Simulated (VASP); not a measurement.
# Te2Mo (P6_3/mmc) in VASP: a series of runs

Te2Mo is run at these levels: r2SCAN; tasks: single point.

Everything below comes from runs of VASP 6.6.1. Logs are shortened: lines on timing, memory, paths and dates and some standing lists are left out, and cuts for length are marked.

**1. The cell of the first run**

Symmetry: P6_3/mmc, No. 194, hexagonal system. Conventional cell: a = 3.563 Å, b = 3.563 Å, c = 15.027 Å, α = 90.00°, β = 90.00°, γ = 120.00°. Te (site symmetry 3m) has 3 Mo at 2.73 Å and 7 Te at 3.56 to 3.58 Å within 3.6 Å. Within 3.6 Å of Mo (site symmetry -6m2) lie 6 Te at 2.73 Å and 6 Mo at 3.56 Å.

**2. Single point, r2SCAN**

File POSCAR:

```
Te2Mo
1.0
    3.5632533183      0.0000000000      0.0000000000
   -1.7816266592      3.0858678938      0.0000000000
    0.0000000000      0.0000000000     15.0265238016
Te Mo
4 2
Direct
    0.3333333333      0.6666666667      0.6308365784
    0.6666666667      0.3333333333      0.1308365784
    0.6666666667      0.3333333333      0.3691634216
    0.3333333333      0.6666666667      0.8691634216
    0.3333333333      0.6666666667      0.2500000000
    0.6666666667      0.3333333333      0.7500000000
```

File INCAR.step1:

```
  PREC = Accurate
  ENCUT = 520
  ISMEAR = 0
  SIGMA = 0.02
  LREAL = False
  LASPH = True
  NELM = 100
  NBANDS = 35
  GGA = PE
  ALGO = Normal
  EDIFF = 1E-4
  LWAVE = True
  LCHARG = False
```

File INCAR.step2:

```
  PREC = Accurate
  ENCUT = 520
  EDIFF = 1E-7
  ISMEAR = 0
  SIGMA = 0.02
  LREAL = False
  LASPH = True
  NELM = 100
  ALGO = Normal
  ISIF = 2
  LWAVE = False
  LCHARG = False
  METAGGA = R2SCAN
  LMIXTAU = True
  NBANDS = 35
  ISTART = 1
```

File KPOINTS:

```
regular mesh
0
Gamma
  12 12 2
```

Potentials or basis: VASP PAW PBE potentials, release 64 (Te, Mo_sv).

Launch:

```
$ cat potpaw_PBE.64/Te/POTCAR potpaw_PBE.64/Mo_sv/POTCAR > POTCAR
$ cp INCAR.step1 INCAR
$ mpirun -np 1 vasp_std > vasp.out
$ cp INCAR.step2 INCAR
$ mpirun -np 1 vasp_std > vasp.out
```

OUTCAR:

```text
PREC = Accurate
   ENCUT = 520
   EDIFF = 1E-7
   ISMEAR = 0
   LREAL = False
   LASPH = True
   NELM = 100
   ISIF = 2
   METAGGA = R2SCAN
   ISTART = 1

 ion  position               nearest neighbor table
   1  0.333  0.667  0.631-   6 2.73   6 2.73   6 2.73   4 3.58
   2  0.667  0.333  0.131-   5 2.73   5 2.73   5 2.73   3 3.58
   3  0.667  0.333  0.369-   5 2.73   5 2.73   5 2.73   2 3.58
   4  0.333  0.667  0.869-   6 2.73   6 2.73   6 2.73   1 3.58
   5  0.333  0.667  0.250-   2 2.73   3 2.73   2 2.73   3 2.73   2 2.73   3 2.73
   6  0.667  0.333  0.750-   1 2.73   4 2.73   1 2.73   4 2.73   1 2.73   4 2.73

  LATTYP: Found a hexagonal cell.
 ALAT       =     3.5632533183
 C/A-ratio  =     4.2170798591

  Lattice vectors:

 A1 = (   3.5632533183,   0.0000000000,   0.0000000000)
 A2 = (  -1.7816266592,   3.0858678938,   0.0000000000)
 A3 = (   0.0000000000,   0.0000000000,  15.0265238016)

Analysis of symmetry for initial positions (statically):
=====================================================================
 Subroutine PRICEL returns:
 Original cell was already a primitive cell.

 Routine SETGRP: Setting up the symmetry group for a
 hexagonal supercell.

 Subroutine GETGRP returns: Found 24 space group operations
 (whereof 12 operations were pure point group operations)
 out of a pool of 24 trial point group operations.

The static configuration has the point symmetry D_3d.
 The point group associated with its full space group is D_6h.

Analysis of symmetry for dynamics (positions and initial velocities):
=====================================================================
 Subroutine PRICEL returns:
 Original cell was already a primitive cell.

 Routine SETGRP: Setting up the symmetry group for a
 hexagonal supercell.

 Subroutine GETGRP returns: Found 24 space group operations
 (whereof 12 operations were pure point group operations)
 out of a pool of 24 trial point group operations.

The dynamic configuration has the point symmetry D_3d.
 The point group associated with its full space group is D_6h.

 Subroutine INISYM returns: Found 24 space group operations
 (whereof 12 operations are pure point group operations),
 and found     1 'primitive' translations

----------------------------------------------------------------------------------------

                                     Primitive cell

  volume of cell :     165.2276

  direct lattice vectors                    reciprocal lattice vectors
     3.563253318  0.000000000  0.000000000     0.280642410  0.162028971  0.000000000
    -1.781626659  3.085867894  0.000000000     0.000000000  0.324057942  0.000000000
     0.000000000  0.000000000 15.026523802     0.000000000  0.000000000  0.066548991

  length of vectors
     3.563253318  3.563253318 15.026523802     0.324057942  0.324057942  0.066548991

  position of ions in fractional coordinates (direct lattice)
     0.333333333  0.666666667  0.630836578
     0.666666667  0.333333333  0.130836578
     0.666666667  0.333333333  0.369163422
     0.333333333  0.666666667  0.869163422
     0.333333333  0.666666667  0.250000000
     0.666666667  0.333333333  0.750000000

  ion indices of the primitive-cell ions
   primitive index   ion index
                 1           1
                 2           2
                 3           3
                 4           4
                 5           5
                 6           6

----------------------------------------------------------------------------------------

 KPOINTS: regular mesh

Automatic generation of k-mesh.
 Grid dimensions read from file:
 generate k-points for:   12   12    2

 Generating k-lattice:

  Cartesian coordinates                     Fractional coordinates (reciprocal lattice)
     0.023386868  0.013502414  0.000000000     0.083333333  0.000000000  0.000000000
     0.000000000  0.027004829  0.000000000     0.000000000  0.083333333  0.000000000
     0.000000000  0.000000000  0.033274496     0.000000000  0.000000000  0.500000000

  Length of vectors
     0.027004829  0.027004829  0.033274496

  Shift w.r.t. Gamma in fractional coordinates (k-lattice)
     0.000000000  0.000000000  0.000000000

 Subroutine IBZKPT returns following result:
 ===========================================

 Found     38 irreducible k-points:

 Following reciprocal coordinates:
            Coordinates               Weight
  0.000000  0.000000  0.000000      1.000000
  0.083333 -0.000000  0.000000      6.000000
  0.166667 -0.000000  0.000000      6.000000
  0.250000  0.000000  0.000000      6.000000
  0.333333  0.000000  0.000000      6.000000
  0.416667 -0.000000  0.000000      6.000000
[... 16 lines left out ...]
  0.250000  0.000000  0.500000      6.000000
  0.333333  0.000000  0.500000      6.000000
 [... further k-points ...]
   k-points           NKPTS =     38   k-points in BZ     NKDIM =     38   number of bands    NBANDS=     35
   number of dos      NEDOS =    301   number of ions     NIONS =      6
   total plane-waves  NPLWV =  87808
   dimension x,y,z NGX =    28 NGY =   28 NGZ =  112
   dimension x,y,z NGXF=    56 NGYF=   56 NGZF=  224
   ions per type =               4   2
   NGX,Y,Z   is equivalent  to a cutoff of  13.06, 13.06, 12.39 a.u.
   NGXF,Y,Z  is equivalent  to a cutoff of  26.13, 26.13, 24.78 a.u.
 SYSTEM =  unknown system
   PREC   = accura    normal or accurate (medium, high low for compatibility)
   ISTART =      1    job   : 0-new  1-cont  2-samecut
   ICHARG =      0    charge: 1-file 2-atom 10-const
   ISPIN  =      1    spin polarized calculation?
   LNONCOLLINEAR =      F non collinear calculations
   LSORBIT =      F    spin-orbit coupling
   LASPH  =      T    aspherical Exc in radial PAW
   ENCUT  =  520.0 eV  38.22 Ry    6.18 a.u.   6.63  6.63 27.94*2*pi/ulx,y,z
   NELM   =    100;   NELMIN=  2; NELMDL=  0     # of ELM steps
   EDIFF  = 0.1E-06   stopping-criterion for ELM
   LREAL  =      F    real-space projection
   EDIFFG = 0.1E-05   stopping-criterion for IOM
   NSW    =      0    number of steps for IOM
   IBRION =     -1    ionic relax: 0-MD 1-quasi-New 2-CG
   NFREE  =      0    steps in history (QN), initial steepest desc. (CG)
   ISIF   =      2    stress and relaxation
   ISYM   =      2    0-nonsym 1-usesym 2-fastsym
   POTIM  = 0.5000    time-step for ionic-motion
   TEBEG  =    0.0;   TEEND  =   0.0 temperature during run
   PSTRESS=    0.0 pullay stress
   NELECT =      52.0000    total number of electrons
   NUPDOWN=      -1.0000    fix difference up-down
   EMIN   =  10.00;   EMAX   =-10.00  energy-range for DOS
   EFERMI =   0.00;   METHOD = LEGACY
   ISMEAR =     0;   SIGMA  =   0.02  broadening in eV -4-tet -1-fermi 0-gaus
   EFERMI_NEDOS =   21; number of points for ismear=-14 and -15
   IALGO  =     38    algorithm
   IMIX   =      4    mixing-type and parameters
     AMIX     =   0.40;   BMIX     =  1.00
     AMIX_MAG =   1.60;   BMIX_MAG =  1.00
  volume/ion in A,a.u.               =      27.54       185.84
  Fermi-wavevector in a.u.,A,eV,Ry     =   1.113564  2.104330 16.871555  1.240024
  Thomas-Fermi vector in A             =   2.250150
   LORBIT       =      0    0 simple, 1 ext, 2 COOP (PROOUT), +10 PAW based schemes
   METAGGA = R2SCAN    functional components
   LHFCALC =     F    Hartree Fock is set to
   AEXX    =    0.0000 exact exchange contribution
   IVDW    =     0    specifies the selected vdW correction
   LEPSILON=     F    determine dielectric tensor
   LRPA    =     F    only Hartree local field effects (RPA)
 non-spin polarized calculation
 Gauss-broadening in eV      SIGMA  =   0.02
  energy-cutoff  :      520.00
  volume of cell :      165.23
 maximum number of plane-waves:      4532
 NGX is ok and might be reduce to    28
   NGX = 13   NGY = 13   NGZ = 55

 number of electron      52.0000002 magnetization

 Free energy of the ion-electron system (eV)
  ---------------------------------------------------
  ext. energy  EPLUGINS =         0.00000000
  ---------------------------------------------------
  free energy    TOTEN  =      -155.66326241 eV

  energy without entropy =     -155.66326241  energy(sigma->0) =     -155.66326241

 E-fermi :   6.7981     XC(G=0): -10.3842

 val. band max:        6.7088892225   @ k =   0.3333   0.3333   0.0000
 cond. band min:       7.7835526764   @ k =   0.3333   0.3333   0.0000
 fundamental gap:      1.0746634539
 Fermi energy:         6.7980810314

 k-point     1 :       0.0000    0.0000    0.0000
  band No.  band energies     occupation
      1     -55.9756      2.00000
      2     -55.9756      2.00000
      3     -29.3940      2.00000
      4     -29.3940      2.00000
      5     -29.3058      2.00000
      6     -29.3058      2.00000
[... 27 lines left out ...]
     34      10.1772      0.00000
     35      12.5500      0.00000

 k-point     2 :       0.0833   -0.0000    0.0000
  band No.  band energies     occupation
      1     -55.9749      2.00000
      2     -55.9749      2.00000
      3     -29.3921      2.00000
      4     -29.3921      2.00000
      5     -29.3142      2.00000
      6     -29.3142      2.00000
[... 27 lines left out ...]
     34       9.9745      0.00000
     35      12.8669      0.00000

 k-point     3 :       0.1667   -0.0000    0.0000
  band No.  band energies     occupation
      1     -55.9732      2.00000
      2     -55.9732      2.00000
      3     -29.3869      2.00000
      4     -29.3869      2.00000
      5     -29.3371      2.00000
      6     -29.3371      2.00000
[... 27 lines left out ...]
     34      10.1775      0.00000
     35      13.1153      0.00000

 k-point     4 :       0.2500    0.0000    0.0000
  band No.  band energies     occupation
      1     -55.9709      2.00000
      2     -55.9709      2.00000
      3     -29.3798      2.00000
      4     -29.3798      2.00000
      5     -29.3682      2.00000
      6     -29.3682      2.00000
[... 27 lines left out ...]
     34      10.3974      0.00000
     35      13.1658      0.00000

 k-point     5 :       0.3333    0.0000    0.0000
  band No.  band energies     occupation
      1     -55.9686      2.00000
      2     -55.9686      2.00000
      3     -29.3991      2.00000
      4     -29.3991      2.00000
      5     -29.3727      2.00000
      6     -29.3727      2.00000
[... 638 lines left out ...]
 k-point    22 :       0.1667   -0.0000    0.5000
  band No.  band energies     occupation
      1     -55.9732      2.00000
      2     -55.9732      2.00000
      3     -29.3869      2.00000
      4     -29.3869      2.00000
      5     -29.3371      2.00000
      6     -29.3371      2.00000
[... 27 lines left out ...]
     34      10.1182      0.00000
     35      13.7255      0.00000

 k-point    23 :       0.2500    0.0000    0.5000
  band No.  band energies     occupation
      1     -55.9709      2.00000
      2     -55.9709      2.00000
      3     -29.3798      2.00000
      4     -29.3798      2.00000
      5     -29.3682      2.00000
      6     -29.3682      2.00000
[... 27 lines left out ...]
     34      10.3072      0.00000
     35      13.4536      0.00000

 k-point    24 :       0.3333    0.0000    0.5000
  band No.  band energies     occupation
      1     -55.9686      2.00000
      2     -55.9686      2.00000
      3     -29.3991      2.00000
      4     -29.3991      2.00000
      5     -29.3727      2.00000
      6     -29.3727      2.00000
[... 27 lines left out ...]
     34      10.4284      0.00000
     35      12.5113      0.00000

 [... further k-points ...]

------------------------ aborting loop because EDIFF is reached ----------------------------------------

  FORCE on cell =-STRESS in cart. coord.  units (eV):
  Direction    XX          YY          ZZ          XY          YZ          ZX
  --------------------------------------------------------------------------------------
  -------------------------------------------------------------------------------------
  Total        0.0121595      0.0121595     -0.1256980     -0.0000000     -0.0000000      0.0000000
  in kB        0.1179085      0.1179085     -1.2188677     -0.0000000     -0.0000000      0.0000000
  external PRESSURE =      -0.3276835 kB  Pullay stress =       0.0000000 kB

 VOLUME and BASIS-vectors are now :
 -----------------------------------------------------------------------------
  energy-cutoff  :      520.00
  volume of cell :      165.23
      direct lattice vectors                 reciprocal lattice vectors
     3.563253318  0.000000000  0.000000000     0.280642410  0.162028971  0.000000000
    -1.781626659  3.085867894  0.000000000     0.000000000  0.324057942  0.000000000
     0.000000000  0.000000000 15.026523802     0.000000000  0.000000000  0.066548991

 POSITION                                       TOTAL-FORCE (eV/Angst)
 -----------------------------------------------------------------------------------
     -0.00000      2.05725      9.47928        -0.000000      0.000000     -0.028308
      1.78163      1.02862      1.96602        -0.000000      0.000000     -0.028308
      1.78163      1.02862      5.54724        -0.000000      0.000000      0.028308
     -0.00000      2.05725     13.06050        -0.000000      0.000000      0.028308
     -0.00000      2.05725      3.75663         0.000000     -0.000000     -0.000000
      1.78163      1.02862     11.26989        -0.000000     -0.000000     -0.000000
 -----------------------------------------------------------------------------------
    total drift:                               -0.000000      0.000000     -0.000000

  FREE ENERGIE OF THE ION-ELECTRON SYSTEM (eV)
  ---------------------------------------------------
  free  energy   TOTEN  =      -155.6632624135 eV

  energy  without entropy=     -155.6632624135  energy(sigma->0) =     -155.66326241
```

It took 7.9 min on 1 thread of Intel Xeon 6975P-C (Granite Rapids), shared host; peak memory 0.43 GiB.

Results:

- Free energy: -155.6633 eV
- Pressure: 0.0 GPa
- Largest force: 0.028 eV/Å
- Band gap on the k mesh: 1.07 eV

Forces in eV/Å, atoms in the order of the input:
```
Te   0.000  0.000 -0.028
Te   0.000  0.000 -0.028
Te   0.000  0.000  0.028
Te   0.000  0.000  0.028
Mo   0.000  0.000  0.000
Mo   0.000  0.000  0.000
```

Stress tensor (GPa, compression positive):
```
 0.01  0.00  0.00
 0.00  0.01  0.00
 0.00  0.00 -0.12
```

Levels at points of the mesh, in eV from the valence-band top:
```tsv
k point	band 24	band 25	band 26	band 27	band 28	band 29
(0.00, 0.00, 0.00)	-0.85	-0.75	-0.04	3.09	3.09	3.13
(0.50, 0.00, 0.00)	-0.81	-0.57	-0.47	1.40	1.43	1.71
(0.00, 0.00, 0.50)	-1.06	-0.19	-0.19	3.11	3.11	3.11
(0.50, 0.00, 0.50)	-0.81	-0.52	-0.52	1.42	1.42	1.80
```

Caveat: the PAW data sets were made with another functional, which shifts forces and pressure a little; spin-orbit coupling is left out, which moves the levels of the heavy elements.

**3. Single point, r2SCAN (strain along c alone, the other axes held: +4.0 %, then relaxed in part)**

File POSCAR:

```
Te2Mo
1.0
    3.5632533183      0.0000000000      0.0000000000
   -1.7816266592      3.0858678938      0.0000000000
    0.0000000000      0.0000000000     15.3211615232
Te Mo
4 2
Direct
    0.3333333333      0.6666666667      0.6330903713
    0.6666666667      0.3333333333      0.1330903713
    0.6666666667      0.3333333333      0.3669096287
    0.3333333333      0.6666666667      0.8669096287
    0.3333333333      0.6666666667      0.2500000000
    0.6666666667      0.3333333333      0.7500000000
```

File INCAR.step1:

```
SYSTEM = Te2Mo
  PREC = Accurate
  ENCUT = 520
  ISMEAR = 0
  SIGMA = 0.02
  LREAL = .FALSE.
  LASPH = .TRUE.
  NELM = 80
  NBANDS = 35
  GGA = PE
  ALGO = Normal
  EDIFF = 1E-4
  LWAVE = .TRUE.
  LCHARG = .FALSE.
```

File INCAR.step2:

```
SYSTEM = Te2Mo
  PREC = Accurate
  ENCUT = 520
  EDIFF = 1E-6
  ISMEAR = 0
  SIGMA = 0.02
  LREAL = .FALSE.
  LASPH = .TRUE.
  NELM = 80
  ALGO = Normal
  ISIF = 2
  LWAVE = .FALSE.
  LCHARG = .FALSE.
  METAGGA = R2SCAN
  LMIXTAU = .TRUE.
  NBANDS = 35
  ISTART = 1
```

File KPOINTS:

```
regular mesh
0
G
  12 12 2
  0 0 0
```

Potentials or basis: VASP PAW PBE potentials, release 64 (Te, Mo_sv).

Launch:

```
$ cat potpaw_PBE.64/Te/POTCAR potpaw_PBE.64/Mo_sv/POTCAR > POTCAR
$ cp INCAR.step1 INCAR
$ mpirun -np 1 vasp_std > vasp.out
$ cp INCAR.step2 INCAR
$ mpirun -np 1 vasp_std > vasp.out
```

Wall time 6.7 min (1 thread of Intel Xeon 6975P-C (Granite Rapids), shared host); peak memory 0.44 GiB.

It converged, with:

```
Free energy            : -155.6553 eV
Pressure               : -0.1 GPa
Largest force          : 0.028 eV/Å
Band gap on the k mesh : 1.08 eV
```

Forces in eV/Å, atoms in the order of the input:
```
Te   0.000  0.000 -0.028
Te   0.000  0.000 -0.028
Te   0.000  0.000  0.028
Te   0.000  0.000  0.028
Mo   0.000  0.000  0.000
Mo   0.000  0.000  0.000
```

Stress tensor (GPa, compression positive):
```
-0.04  0.00  0.00
 0.00 -0.04  0.00
 0.00  0.00 -0.30
```

Levels at points of the mesh, in eV from the valence-band top:
```csv
k point,band 22,band 23,band 24,band 25,band 26,band 27,band 28,band 29,band 30,band 31
"(0.00, 0.00, 0.00)",-1.05,-1.05,-0.98,-0.72,-0.09,3.10,3.10,3.14,3.14,3.39
"(0.50, 0.00, 0.00)",-1.74,-0.80,-0.80,-0.55,-0.47,1.41,1.43,1.72,1.87,3.12
"(0.00, 0.00, 0.50)",-1.05,-1.05,-1.05,-0.24,-0.24,3.12,3.12,3.12,3.12,3.43
"(0.50, 0.00, 0.50)",-1.76,-0.80,-0.80,-0.51,-0.51,1.42,1.42,1.80,1.80,3.41
```

Caveat: the cell differs from its parent crystal (strain along c alone, the other axes held: +4.0 %, then relaxed in part); the PAW data sets were made with another functional, which shifts forces and pressure a little; spin-orbit coupling is left out, which moves the levels of the heavy elements.
